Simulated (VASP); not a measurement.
Write the native input for VASP 6.6.1 that does the following.

```yaml
Task: single point
Functional: PBE
Dispersion: D3(BJ)
Potentials_or_basis: VASP PAW PBE potentials, release 64 (W_sv, C, Ge_d, H)
Cutoff: 520 eV
k_mesh: 3 × 3 × 1
Occupations: fermi-dirac, width 0.1 eV
Spin: no spin polarisation
Dipole_correction: no
Further_INCAR_settings: ALGO = Normal; EDIFF = 1e-06; NBANDS = 95; NELMDL = -8
```

The structure of GeH2W8C8 lies in POSCAR:

```
GeH2W8C8
1.0
    5.7958000000      0.0000000000      0.0000000000
   -2.8979000000      5.0193100000      0.0000000000
    0.0000000000      0.0000000000     18.2433500000
W C Ge H
8 8 1 2
Direct
    0.0000000000      0.0000000000      0.0548144940
   -0.0003420764     -0.0008566915      0.2101916589
   -0.0000041442      0.5000089654      0.0548144940
   -0.0001978448      0.5002081959      0.2104602499
    0.5000000000      0.0000000000      0.0548144940
    0.5000709695     -0.0000996153      0.2106521006
    0.5000131096      0.5000089654      0.0548144940
    0.4996626938      0.4999292731      0.2107781740
    0.3330851061      0.1661184505      0.1297842776
    0.3398170289      0.1686088327      0.2891957892
    0.3329433141      0.6671634149      0.1302173121
    0.3356608437      0.6654898781      0.2896726752
    0.8333586905      0.1665966039      0.1302227935
    0.8364063058      0.1764186711      0.2914212576
    0.8315923139      0.6656691856      0.1293402802
    0.8404635768      0.6695741048      0.2880556477
    1.0675754790      0.1830132030      0.3399868993
    0.7957431156     -0.0005976917      0.3890075014
    1.3585112634      0.2663513511      0.3638476486
```

The input as run:

INCAR

```
SYSTEM = GeH2W8C8
  ALGO = Normal
  EDIFF = 1E-6
  ENCUT = 520
  GGA = PE
  GGA_COMPAT = .FALSE.
  ISIF = 2
  ISMEAR = -1
  IVDW = 12
  LASPH = .TRUE.
  LCHARG = .FALSE.
  LREAL = .FALSE.
  LWAVE = .FALSE.
  NBANDS = 95
  NELM = 120
  NELMDL = -8
  PREC = Accurate
  SIGMA = 0.1
```

KPOINTS

```
k-points
0
G
  3 3 1
  0 0 0
```

Potentials or basis: VASP PAW PBE potentials, release 64 (W_sv, C, Ge_d, H).

Run with:

```console
$ cat potpaw_PBE.64/W_sv/POTCAR potpaw_PBE.64/C/POTCAR potpaw_PBE.64/Ge_d/POTCAR potpaw_PBE.64/H/POTCAR > POTCAR
$ mpirun -np 1 vasp_std > vasp.out
```

Results of the run:

```
Largest force              : 13.436 eV/Å
Band gap on the k mesh     : zero (bands 80 and 81 overlap by 0.67 eV)
Dispersion energy per atom : -0.271 eV
```

Caveat: the k points lie up to 0.42 Å⁻¹ apart, too coarse for converged energies and pressures of a metal; spin-orbit coupling is left out, which moves the levels of the heavy elements.

Wall time 8.5 min on 1 thread of AMD EPYC 9R45 96-Core Processor (Zen 5), on a shared host, peak memory 0.74 GiB.
